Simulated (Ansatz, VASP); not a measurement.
## Si3B4 in VASP and in Ansatz

```xyz
14
Lattice="0.0000 4.3911 4.3911 4.3911 0.0000 4.3911 4.3911 4.3911 0.0000" Properties=species:S:1:pos:R:3 pbc="T T T"
Si    2.1956    4.3911    2.1956
Si    0.0000    2.1956    2.1956
Si    2.1956    2.1956    0.0000
Si    2.1956    0.0000    2.1956
Si    4.3911    2.1956    2.1956
Si    2.1956    2.1956    4.3911
B     5.3255    7.8479    5.3255
B     0.9344    0.9344    0.9344
B     7.8479    7.8479    7.8479
B     0.9344    3.4567    3.4567
B     5.3255    5.3255    7.8479
B     7.8479    5.3255    5.3255
B     3.4567    3.4567    0.9344
B     3.4567    0.9344    3.4567
```

Alike in both runs: functional PBE; k mesh 8 × 8 × 8; occupations gaussian, width 0.1 eV; no spin polarisation.

Ansatz relaxed the structure, and its values are those at the end. VASP's run is a single point on that final structure, the one shown.

|  | VASP | Ansatz |
| --- | --- | --- |
| version | VASP 6.6.1 | Ansatz 0.2.0 |
| potentials or method | VASP PAW PBE potentials, release 64 (Si, B), cutoff 520 eV | scalar-relativistic, plane waves, PAW |
| valence electrons in the cell | 48 | 48 |

Ansatz gave:

```
gap on the k mesh at the Fermi level (eV) : none
pressure (GPa)                            : 0.0
```

Question: Which values does VASP return?

Answer: gap on the k mesh at the Fermi level (eV): none; pressure (GPa): -0.1.

A gap of «none» marks a metal or a gap that the smearing closes.
